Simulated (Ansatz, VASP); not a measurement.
**Two plane-wave programs on MgO**

Contents of INCAR:

```
PREC     = Accurate       # precision mode
ENCUT    = 600            # plane-wave cutoff, eV
EDIFF    = 1E-6           # SCF threshold, eV
ISMEAR   = 0              # smearing method
SIGMA    = 0.01           # smearing width, eV
LREAL    = F              # projectors in reciprocal space
LASPH    = T              # aspherical terms in the spheres
NELM     = 120            # most SCF steps
ALGO     = Normal         # electronic algorithm
ISIF     = 2              # what is computed and relaxed
LWAVE    = F              # write WAVECAR
LCHARG   = T              # write CHGCAR
GGA      = CA             # functional
LELF     = T              # ELF
LVHAR    = T            
NBANDS   = 11             # bands
GGA_COMPAT= F
```

File KPOINTS:

```
Automatic mesh
0
Gamma
  12 12 12
```

File POSCAR:

```
MgO
1.0
    2.0643999022      0.0000000000      0.0000000000
    0.0000000000      2.0643999022      0.0000000000
    0.0000000000      0.0000000000      2.0643999022
Mg O
1 1
Direct
    0.0000000000      0.0000000000      0.0000000000
    0.5000000000      0.5000000000      0.5000000000
```

Input for Ansatz:

```yaml
crystal:
  lattice:
    - [2.0643999022, 0.0, 0.0]
    - [0.0, 2.0643999022, 0.0]
    - [0.0, 0.0, 2.0643999022]
  atoms:
    - { symbol: Mg, position: [0.0, 0.0, 0.0] }
    - { symbol: O, position: [0.5, 0.5, 0.5] }
scf:
  occupations: { method: fixed }
output:
  forces: true
  stress: true
  eigenvalues: true
hamiltonian:
  xc: lda
basis:
  ecutwfc: 700
kpoints:
  mp_grid: { grid: [12, 12, 12] }
```

Alike in both runs: task single point; functional LDA; k mesh 12 × 12 × 12; no spin polarisation.

|  | VASP | Ansatz |
| --- | --- | --- |
| version | VASP 6.6.1 | Ansatz 0.2.0 |
| potentials or method | VASP PAW LDA potentials, release 64 (Mg, O), cutoff 600 eV | scalar-relativistic, plane waves, PAW |
| occupations | gaussian, width 0.01 eV | fixed |
| valence electrons in the cell | 8 | 16 |

|  | VASP | Ansatz | Ansatz less VASP |
| --- | --- | --- | --- |
| gap on the k mesh at the Fermi level (eV) | 7.31 | 7.27 | -0.033 |
| least direct gap on the mesh (eV) | 7.31 | 7.27 | -0.033 |

LDA's correlation is that of Perdew and Zunger in VASP and of Perdew and Wang (1992) in Ansatz. VASP's potentials hold 8 valence electrons a cell and Ansatz's 16, so a difference there can come from the potentials and not from the codes.
